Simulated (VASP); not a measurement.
# BN (Qingsongite) (F-43m) in VASP: vibrations by perturbation theory with PBE

Aim: the vibrations by perturbation theory of BN (Qingsongite) with PBE.

Everything below comes from runs of VASP 6.6.1. Logs are shortened: lines on timing, memory, paths and dates and some standing lists are left out, and cuts for length are marked.

## (1) The cell of the first run

The structure is cubic, space group F-43m (No. 216). Conventional cell: a = 3.615 Å, b = 3.615 Å, c = 3.615 Å, α = 90.00°, β = 90.00°, γ = 90.00°. Within 2.1 Å of B (site symmetry -43m) lie 4 N at 1.57 Å. Within 2.1 Å of N (site symmetry -43m) lie 4 B at 1.57 Å.

## (2) Vibrations by perturbation theory, PBE

INCAR

```
PREC     = Accurate       # precision mode
ENCUT    = 520            # plane-wave cutoff, eV
EDIFF    = 1E-8           # SCF threshold, eV
ISMEAR   = 0              # smearing method
SIGMA    = 0.01           # smearing width, eV
LREAL    = F              # projectors in reciprocal space
LASPH    = T              # aspherical terms in the spheres
NELM     = 100            # most SCF steps
ALGO     = Normal         # electronic algorithm
ISIF     = 2              # what is computed and relaxed
LWAVE    = F              # write WAVECAR
LCHARG   = F              # write CHGCAR
GGA      = PE             # functional
NBANDS   = 11             # bands
IBRION   = 8              # ionic algorithm
NSW      = 1              # ionic steps
```

KPOINTS

```
Automatic mesh
0
Gamma
  8 8 8
```

POSCAR

```
BN
1.0
    0.0000000000      1.8075000000      1.8075000000
    1.8075000000      0.0000000000      1.8075000000
    1.8075000000      1.8075000000      0.0000000000
B N
1 1
Direct
    0.0000000000      0.0000000000      0.0000000000
    0.2500000000      0.2500000000      0.2500000000
```

Potentials or basis: VASP PAW PBE potentials, release 64 (B, N).

Command:

```console
$ cat potpaw_PBE.64/B/POTCAR potpaw_PBE.64/N/POTCAR > POTCAR
$ mpirun -np 1 vasp_std > vasp.out
```

OUTCAR:

```text
PREC = Accurate
   ENCUT = 520
   EDIFF = 1E-8
   ISMEAR = 0
   LREAL = F
   LASPH = T
   NELM = 100
   ISIF = 2
   GGA = PE
   IBRION = 8
   NSW = 1

 ion  position               nearest neighbor table
   1  0.000  0.000  0.000-   2 1.57   2 1.57   2 1.57   2 1.57
   2  0.250  0.250  0.250-   1 1.57   1 1.57   1 1.57   1 1.57

  LATTYP: Found a face centered cubic cell.
 ALAT       =     3.6150000000

  Lattice vectors:

 A1 = (   0.0000000000,   1.8075000000,   1.8075000000)
 A2 = (   1.8075000000,   0.0000000000,   1.8075000000)
 A3 = (   1.8075000000,   1.8075000000,   0.0000000000)

Analysis of symmetry for initial positions (statically):
=====================================================================
 Subroutine PRICEL returns:
 Original cell was already a primitive cell.

 Routine SETGRP: Setting up the symmetry group for a
 face centered cubic supercell.

 Subroutine GETGRP returns: Found 24 space group operations
 (whereof 24 operations were pure point group operations)
 out of a pool of 48 trial point group operations.

The static configuration has the point symmetry T_d .

Analysis of symmetry for dynamics (positions and initial velocities):
=====================================================================
 Subroutine PRICEL returns:
 Original cell was already a primitive cell.

 Routine SETGRP: Setting up the symmetry group for a
 face centered cubic supercell.

 Subroutine GETGRP returns: Found 24 space group operations
 (whereof 24 operations were pure point group operations)
 out of a pool of 48 trial point group operations.

The dynamic configuration has the point symmetry T_d .

 Subroutine INISYM returns: Found 24 space group operations
 (whereof 24 operations are pure point group operations),
 and found     1 'primitive' translations

----------------------------------------------------------------------------------------

                                     Primitive cell

  volume of cell :      11.8104

  direct lattice vectors                    reciprocal lattice vectors
     0.000000000  1.807500000  1.807500000    -0.276625173  0.276625173  0.276625173
     1.807500000  0.000000000  1.807500000     0.276625173 -0.276625173  0.276625173
     1.807500000  1.807500000  0.000000000     0.276625173  0.276625173 -0.276625173

  length of vectors
     2.556191014  2.556191014  2.556191014     0.479128854  0.479128854  0.479128854

  position of ions in fractional coordinates (direct lattice)
     0.000000000  0.000000000  0.000000000
     0.250000000  0.250000000  0.250000000

  ion indices of the primitive-cell ions
   primitive index   ion index
                 1           1
                 2           2

----------------------------------------------------------------------------------------

 KPOINTS: Automatic mesh

Automatic generation of k-mesh.
 Grid dimensions read from file:
 generate k-points for:    8    8    8

 Generating k-lattice:

  Cartesian coordinates                     Fractional coordinates (reciprocal lattice)
    -0.034578147  0.034578147  0.034578147     0.125000000  0.000000000  0.000000000
     0.034578147 -0.034578147  0.034578147     0.000000000  0.125000000  0.000000000
     0.034578147  0.034578147 -0.034578147     0.000000000  0.000000000  0.125000000

  Length of vectors
     0.059891107  0.059891107  0.059891107

  Shift w.r.t. Gamma in fractional coordinates (k-lattice)
     0.000000000  0.000000000  0.000000000

 Subroutine IBZKPT returns following result:
 ===========================================

 Found     29 irreducible k-points:

 Following reciprocal coordinates:
            Coordinates               Weight
  0.000000  0.000000  0.000000      1.000000
  0.125000  0.000000  0.000000      8.000000
  0.250000  0.000000  0.000000      8.000000
  0.375000  0.000000  0.000000      8.000000
  0.500000  0.000000  0.000000      4.000000
  0.125000  0.125000  0.000000      6.000000
[... 16 lines left out ...]
  0.500000  0.250000  0.125000     48.000000
 -0.375000  0.250000  0.125000     24.000000
 [... further k-points ...]
   k-points           NKPTS =     29   k-points in BZ     NKDIM =     29   number of bands    NBANDS=     11
[... 18 lines left out ...]
   LREAL  =      F    real-space projection
   EDIFFG = 0.1E-06   stopping-criterion for IOM
   NSW    =      1    number of steps for IOM
   IBRION =      8    ionic relax: 0-MD 1-quasi-New 2-CG
   NFREE  =      0    steps in history (QN), initial steepest desc. (CG)
   ISIF   =      2    stress and relaxation
   ISYM   =      2    0-nonsym 1-usesym 2-fastsym
   POTIM  = 0.5000    time-step for ionic-motion
   TEBEG  =    0.0;   TEEND  =   0.0 temperature during run
   PSTRESS=    0.0 pullay stress
   NELECT =       8.0000    total number of electrons
   NUPDOWN=      -1.0000    fix difference up-down
   EMIN   =  10.00;   EMAX   =-10.00  energy-range for DOS
   EFERMI =   0.00;   METHOD = LEGACY
   ISMEAR =     0;   SIGMA  =   0.01  broadening in eV -4-tet -1-fermi 0-gaus
   EFERMI_NEDOS =   21; number of points for ismear=-14 and -15
   IALGO  =     38    algorithm
   IMIX   =      4    mixing-type and parameters
     AMIX     =   0.40;   BMIX     =  1.00
     AMIX_MAG =   1.60;   BMIX_MAG =  1.00
  volume/ion in A,a.u.               =       5.91        39.85
  Fermi-wavevector in a.u.,A,eV,Ry     =   1.437749  2.716952 28.124920  2.067123
  Thomas-Fermi vector in A             =   2.556793
   LORBIT       =      0    0 simple, 1 ext, 2 COOP (PROOUT), +10 PAW based schemes
   GGA     = PE    functional components
   LHFCALC =     F    Hartree Fock is set to
   AEXX    =    0.0000 exact exchange contribution
   IVDW    =     0    specifies the selected vdW correction
   LEPSILON=     F    determine dielectric tensor
   LRPA    =     F    only Hartree local field effects (RPA)
 non-spin polarized calculation
 Gauss-broadening in eV      SIGMA  =   0.01
  energy-cutoff  :      520.00
  volume of cell :       11.81
 maximum number of plane-waves:       332
   NGX =  9   NGY =  9   NGZ =  9

--------------------------------------- Ionic step        1  -------------------------------------------

 number of electron       7.9999999 magnetization

 Free energy of the ion-electron system (eV)
  ---------------------------------------------------
  ext. energy  EPLUGINS =         0.00000000
  ---------------------------------------------------
  free energy    TOTEN  =       -17.44954671 eV

  energy without entropy =      -17.44954671  energy(sigma->0) =      -17.44954671

 E-fermi :   7.4902     XC(G=0): -12.8220

 val. band max:        7.4031650693   @ k =   0.0000   0.0000   0.0000
 cond. band min:      11.8623582486   @ k =   0.5000   0.5000   0.0000
 fundamental gap:      4.4591931793
 Fermi energy:         7.4901625776

 k-point     1 :       0.0000    0.0000    0.0000
  band No.  band energies     occupation
      1     -12.8276      2.00000
      2       7.4032      2.00000
      3       7.4032      2.00000
      4       7.4032      2.00000
      5      16.2229      0.00000
      6      16.2229      0.00000
      7      16.2229      0.00000
      8      17.7525      0.00000
      9      32.1553      0.00000
     10      35.1714      0.00000
     11      35.1714      0.00000
[... 309 lines left out ...]
 k-point    24 :      -0.3750    0.2500    0.1250
  band No.  band energies     occupation
      1      -7.9079      2.00000
      2      -2.2921      2.00000
      3       2.5779      2.00000
      4       3.9530      2.00000
      5      16.9933      0.00000
      6      18.5811      0.00000
      7      21.7760      0.00000
      8      23.1770      0.00000
      9      26.8647      0.00000
     10      33.2453      0.00000
     11      34.8899      0.00000

 [... further k-points ...]
[... 5 lines left out ...]
  --------------------------------------------------------------------------------------
  -------------------------------------------------------------------------------------
  Total        0.2427826      0.2427826      0.2427826      0.0000000      0.0000000     -0.0000000
  in kB       32.9354277     32.9354277     32.9354277      0.0000000      0.0000000     -0.0000000
  external PRESSURE =      32.9354277 kB  Pullay stress =       0.0000000 kB

 VOLUME and BASIS-vectors are now :
 -----------------------------------------------------------------------------
  energy-cutoff  :      520.00
  volume of cell :       11.81
      direct lattice vectors                 reciprocal lattice vectors
     0.000000000  1.807500000  1.807500000    -0.276625173  0.276625173  0.276625173
     1.807500000  0.000000000  1.807500000     0.276625173 -0.276625173  0.276625173
     1.807500000  1.807500000  0.000000000     0.276625173  0.276625173 -0.276625173

 POSITION                                       TOTAL-FORCE (eV/Angst)
 -----------------------------------------------------------------------------------
      0.00000      0.00000      0.00000         0.000000      0.000000      0.000000
      0.90375      0.90375      0.90375        -0.000000     -0.000000     -0.000000
 -----------------------------------------------------------------------------------
    total drift:                                0.000000      0.000000      0.000000

  FREE ENERGIE OF THE ION-ELECTRON SYSTEM (eV)
  ---------------------------------------------------
  free  energy   TOTEN  =       -17.4495467104 eV

  energy  without entropy=      -17.4495467104  energy(sigma->0) =      -17.44954671

[... ionic steps 2 to 3 ...]

--------------------------------------- Ionic step        4  -------------------------------------------

------------------------ aborting loop because EDIFF is reached ----------------------------------------

[... ionic steps 5 to 6 ...]

--------------------------------------- Ionic step        7  -------------------------------------------

 Free energy of the ion-electron system (eV)
  ---------------------------------------------------
  ---------------------------------------------------
  free energy    TOTEN  =        -0.23093049 eV

  energy without entropy =       -0.23093049

------------------------ aborting loop because EDIFF is reached ----------------------------------------

 INTERNAL STRAIN TENSOR  FOR ION    2  DIRECTION 1   (eV/Angst):
 -----------------------------------------------------------------------------
    -0.02997  0.00000  0.00000
     0.00000  0.01670 -1.83239
     0.00000 -1.83239  0.01670

 INTERNAL STRAIN TENSOR FOR ION    2 for displacements in x,y,z  (eV/Angst):
          X           Y           Z          XY          YZ          ZX
  --------------------------------------------------------------------------------
  x     0.00000    -0.00000     0.00000     0.00000    -1.83239     0.00000
  y    -0.00000     0.00000     0.00000     0.00000     0.00000    -1.83239
  z    -0.00000     0.00000     0.00000    -1.83239     0.00000     0.00000

 SECOND DERIVATIVES (NOT SYMMETRIZED)
 ------------------------------------
               1X          1Y          1Z          2X          2Y          2Z
  1X   -24.235890    0.000000    0.000000   24.235890    0.000000    0.000000
  1Y     0.000000  -24.235890    0.000000    0.000000   24.235890    0.000000
  1Z     0.000000    0.000000  -24.235890    0.000000    0.000000   24.235890
  2X    24.240267    0.000000    0.000000  -24.240267    0.000000    0.000000
  2Y     0.000000   24.240267    0.000000    0.000000  -24.240267    0.000000
  2Z     0.000000    0.000000   24.240267    0.000000    0.000000  -24.240267

 Eigenvectors and eigenvalues of the dynamical matrix
 ----------------------------------------------------

   1 f  =   31.161311 THz   195.792292 2PiTHz 1039.429455 cm-1   128.872770 meV
             X         Y         Z           dx          dy          dz
      0.000000  0.000000  0.000000     0.000000    0.751158    0.000000
      0.903750  0.903750  0.903750     0.000000   -0.660122    0.000000
[... 21 lines left out ...]
   6 f/i=    0.001395 THz     0.008767 2PiTHz    0.046544 cm-1     0.005771 meV
             X         Y         Z           dx          dy          dz
      0.000000  0.000000  0.000000     0.000000    0.000000   -0.660122
      0.903750  0.903750  0.903750     0.000000    0.000000   -0.751158

--------------------------------------------------------------------------------------------------------

 ELASTIC MODULI CONTR FROM IONIC RELAXATION (kBar)
 Direction    XX          YY          ZZ          XY          YZ          ZX
 --------------------------------------------------------------------------------
 XX          -0.0000      0.0000      0.0000     -0.0000      0.0000     -0.0000
 YY           0.0000     -0.0000      0.0000      0.0000     -0.0000      0.0000
 ZZ           0.0000      0.0000     -0.0000      0.0000      0.0000      0.0000
 XY          -0.0000      0.0000      0.0000    -16.8703      0.0000      0.0000
 YZ           0.0000     -0.0000      0.0000      0.0000    -16.8703     -0.0000
 ZX          -0.0000      0.0000      0.0000      0.0000     -0.0000    -16.8703
 --------------------------------------------------------------------------------
```

It took 31 s on 1 thread of Intel Xeon 6975P-C, shared host; peak memory 0.14 GiB.

What came out:

```yaml
Highest_phonon_frequency_at_Γ_LO-TO_splitting_left_out: 1039 cm⁻¹
```

Phonon frequencies in cm⁻¹ (negative: imaginary):
```
              q point           frequencies
(0.000, 0.000, 0.000)  0 0 0 1039 1039 1039
```

Caveat: the k points lie up to 0.38 Å⁻¹ apart; the cell wasn't relaxed at this level first, which shifts response properties.
